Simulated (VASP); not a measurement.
Input of a VASP 6.6.1 run:

POSCAR

```
Cr
1.0
    0.0000000000      2.5885724477      2.5885724477
    2.5885724477      0.0000000000      2.5885724477
    2.5885724477      2.5885724477      0.0000000000
Cr
2
Direct
    1.0000000000      0.0000000000      0.0000000000
    0.5000000000      0.5000000000      0.5000000000
```

File INCAR.step1:

```
PREC     = Accurate       # precision mode
ENCUT    = 550            # plane-wave cutoff, eV
ISMEAR   = -1             # smearing method
SIGMA    = 0.05           # smearing width, eV
LREAL    = False          # projectors in reciprocal space
LASPH    = True           # aspherical terms in the spheres
NELM     = 200            # most SCF steps
ISPIN    = 2              # spin polarisation
MAGMOM   = 3.171 -3.171   # initial moments
LMAXMIX  = 4              # l up to which the mixer works
NBANDS   = 23             # bands
GGA      = PE             # functional
ALGO     = Normal         # electronic algorithm
EDIFF    = 1E-5           # SCF threshold, eV
LWAVE    = True           # write WAVECAR
LCHARG   = False          # write CHGCAR
GGA_COMPAT= False
```

Contents of INCAR.step2:

```
PREC     = Accurate       # precision mode
ENCUT    = 550            # plane-wave cutoff, eV
EDIFF    = 1E-6           # SCF threshold, eV
ISMEAR   = -1             # smearing method
SIGMA    = 0.05           # smearing width, eV
LREAL    = False          # projectors in reciprocal space
LASPH    = True           # aspherical terms in the spheres
NELM     = 200            # most SCF steps
ALGO     = Normal         # electronic algorithm
ISIF     = 2              # what is computed and relaxed
LWAVE    = False          # write WAVECAR
LCHARG   = False          # write CHGCAR
ISPIN    = 2              # spin polarisation
MAGMOM   = 3.171 -3.171   # initial moments
LORBIT   = 11             # projections on sites
LMAXMIX  = 4              # l up to which the mixer works
METAGGA  = R2SCAN         # meta-GGA
LMIXTAU  = True         
NBANDS   = 23             # bands
ISTART   = 1            
GGA_COMPAT= False
```

Contents of KPOINTS:

```
regular mesh
0
Gamma
  12 12 12
```

Potentials or basis: VASP PAW PBE potentials, release 64 (Cr_pv).

Command:

```sh
$ cat potpaw_PBE.64/Cr_pv/POTCAR > POTCAR
$ cp INCAR.step1 INCAR
$ mpirun -np 1 vasp_std > vasp.out
$ cp INCAR.step2 INCAR
$ mpirun -np 1 vasp_std > vasp.out
```

(1) What does it give for the pressure?

(2) Estimate the band gap on the k mesh.

(3) Estimate the net moment.

(4) Predict the site moments.

## Answers

(1) -3.6 GPa.

(2) zero (filled and empty bands overlap).

(3) 0.00 μB per cell.

(4) Cr +3.56, -3.56 μB.

Caveat: the cell stands under tension; the antiferromagnetic order is the one typed at the start, and another may lie lower; the PAW data sets were made with another functional, which shifts forces and pressure a little.
